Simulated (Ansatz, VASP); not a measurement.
# Two plane-wave programs on HfH2

File INCAR:

```
PREC     = Accurate       # precision mode
ENCUT    = 520            # plane-wave cutoff, eV
EDIFF    = 1E-6           # SCF threshold, eV
ISMEAR   = 0              # smearing method
SIGMA    = 0.1            # smearing width, eV
LREAL    = False          # projectors in reciprocal space
LASPH    = True           # aspherical terms in the spheres
NELM     = 100            # most SCF steps
ALGO     = Normal         # electronic algorithm
ISIF     = 2              # what is computed and relaxed
LWAVE    = False          # write WAVECAR
LCHARG   = True           # write CHGCAR
GGA      = PS             # functional
LELF     = True           # ELF
LVHAR    = True         
NBANDS   = 13             # bands
```

KPOINTS

```
Automatic mesh
0
Gamma
  16 16 16
```

The input POSCAR:

```
HfH2
1.0
   -1.7783361800      1.7783361800      2.2625304100
    1.7783361800     -1.7783361800      2.2625304100
    1.7783361800      1.7783361800     -2.2625304100
Hf H
1 2
Direct
    0.0000000000      0.0000000000      0.0000000000
    0.7500000000      0.2500000000      0.5000000000
    0.2500000000      0.7500000000      0.5000000000
```

Input for Ansatz:

```yaml
crystal:
  lattice:
    - [-1.77833618, 1.77833618, 2.26253041]
    - [1.77833618, -1.77833618, 2.26253041]
    - [1.77833618, 1.77833618, -2.26253041]
  atoms:
    - { symbol: Hf, position: [0.0, 0.0, 0.0] }
    - { symbol: H, position: [0.75, 0.25, 0.5] }
    - { symbol: H, position: [0.25, 0.75, 0.5] }
basis:
  ecutwfc: 420
kpoints:
  mp_grid: { grid: [16, 16, 16] }
hamiltonian:
  xc: pbesol
scf:
  occupations: { method: gaussian, width: 0.1 }
output:
  forces: true
  stress: true
  eigenvalues: true
```

Alike in both runs: task single point; functional PBEsol; k mesh 16 × 16 × 16; occupations gaussian, width 0.1 eV; no spin polarisation.

```csv
,VASP,Ansatz
version,VASP 6.6.1,Ansatz 0.2.0
potentials or method,"VASP PAW PBE potentials, release 64 (Hf_pv, H), cutoff 520 eV","scalar-relativistic, plane waves, PAW"
valence electrons in the cell,12,28
```

|  | VASP | Ansatz | Ansatz less VASP |
| --- | --- | --- | --- |
| gap on the k mesh at the Fermi level (eV) | none | none | - |
| pressure (GPa) | -15.0 | -14.4 | +0.66 |
| traceless stress, the component that is largest in VASP (GPa) | -0.62 | -0.65 | -0.031 |

VASP's potentials were made for PBE, not for PBEsol. A gap of «none» marks a metal or a gap that the smearing closes. With one functional, cell and mesh, what is left measures potentials, basis and numerics. VASP's potentials hold 12 valence electrons a cell and Ansatz's 28, so a difference there can come from the potentials and not from the codes.

Neither program's run includes spin-orbit coupling.
